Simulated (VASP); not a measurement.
A run of VASP 6.6.1 is set up as follows.

The input INCAR:

```
SYSTEM = AlAu2
PREC     = Accurate       ! precision mode
ENCUT    = 520            ! plane-wave cutoff, eV
EDIFF    = 1E-6           ! SCF threshold, eV
ISMEAR   = 0              ! smearing method
SIGMA    = 0.15           ! smearing width, eV
LREAL    = .False.        ! projectors in reciprocal space
LASPH    = .True.         ! aspherical terms in the spheres
NELM     = 100            ! most SCF steps
ALGO     = Fast           ! electronic algorithm
ISIF     = 2              ! what is computed and relaxed
LWAVE    = .False.        ! write WAVECAR
LCHARG   = .False.        ! write CHGCAR
GGA      = CA             ! functional
NBANDS   = 20             ! bands
```

The input KPOINTS:

```
regular mesh
0
Gamma
  16 16 16
  0 0 0
```

POSCAR

```
AlAu2
1.0
   -1.6672819666      1.6672819666      4.2514022866
    1.6672819666     -1.6672819666      4.2514022866
    1.6672819666      1.6672819666     -4.2514022866
Al Au
1 2
Direct
    0.0000000000      0.0000000000      0.0000000000
    0.6685935503      0.6685935503      0.0000000000
    0.3314064497      0.3314064497      0.0000000000
```

Potentials or basis: VASP PAW LDA potentials, release 64 (Al, Au).

Launch:

```sh
$ cat potpaw_LDA.64/Al/POTCAR potpaw_LDA.64/Au/POTCAR > POTCAR
$ mpirun -np 1 vasp_std > vasp.out
```

(1) Predict the pressure.

(2) What does it give for the band gap on the k mesh?

(3) Predict the largest force.

## Answers

(1) 2.0 GPa.

(2) zero (an odd number of electrons rules out a gap without spin polarisation).

(3) 1.314 eV/Å.

Caveat: spin-orbit coupling is left out, which moves the levels of the heavy elements; forces of over 1 eV/Å act on the atoms, so gaps and moduli don't describe the material at rest.
